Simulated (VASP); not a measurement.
Here is a VASP 6.6.1 calculation.

INCAR

```
SYSTEM = C
ALGO = Normal ; EDIFF = 1E-6
ENCUT = 520 ; ISIF = 2
ISMEAR = 0 ; LASPH = .True.
LCHARG = .False. ; LREAL = .False.
LWAVE = .False. ; NBANDS = 11
NELM = 80 ; PREC = Accurate
SIGMA = 0.05
```

The input KPOINTS:

```
k-points
0
Gamma
  12 12 12
  0 0 0
```

POSCAR

```
C
1.0
    1.1666250292      0.6735512746      3.1796602974
   -1.1666250292      0.6735512746      3.1796602974
    0.0000000000     -1.3471025493      3.1796602974
C
2
Direct
    0.1640000000      0.1640000000      0.1640000000
    0.8360000000      0.8360000000      0.8360000000
```

Potentials or basis: VASP PAW LDA potentials, release 64 (C).

The run is started by

```bash
$ cat potpaw_LDA.64/C/POTCAR > POTCAR
$ mpirun -np 1 vasp_std > vasp.out
```

(1) Estimate the pressure.

(2) Predict the largest force.

Results:

(1) 52.8 GPa.

(2) 0.768 eV/Å.
